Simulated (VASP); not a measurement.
WSe2 (g.A), 3 atoms in the cell. The cell holds a sheet with vacuum, 3 atoms: a = 3.240 Å, b = 3.240 Å, c = 30.520 Å, α = 90.00°, β = 90.00°, γ = 120.00°. 

```yaml
Program: VASP 6.6.1
Task: single point
Functional: PBEsol
Dispersion: D3(BJ)
Potentials_or_basis: VASP PAW PBE potentials, release 64 (Se, W_sv)
Cutoff: 400 eV
k_mesh: 12 × 12 × 1
Occupations: gaussian, width 0.03 eV
Spin: no spin polarisation
Dipole_correction: yes
Further_INCAR_settings: ALGO = Normal; EDIFF = 1e-06; NBANDS = 20; NELMDL = -8
```

Potentials or basis: VASP PAW PBE potentials, release 64 (Se, W_sv).

The run is started by

```console
$ cat potpaw_PBE.64/Se/POTCAR potpaw_PBE.64/W_sv/POTCAR > POTCAR
$ mpirun -np 1 vasp_std > vasp.out
```

Hardware: 1 thread of Intel(R) Xeon(R) 6975P-C (Granite Rapids), on a shared host.

Task: Estimate the wall time of this run.

Result: It took 92 s on 1 thread of Intel(R) Xeon(R) 6975P-C (Granite Rapids), on a shared host, peak memory 0.36 GiB. Counts: scf iterations 26, k points 19.
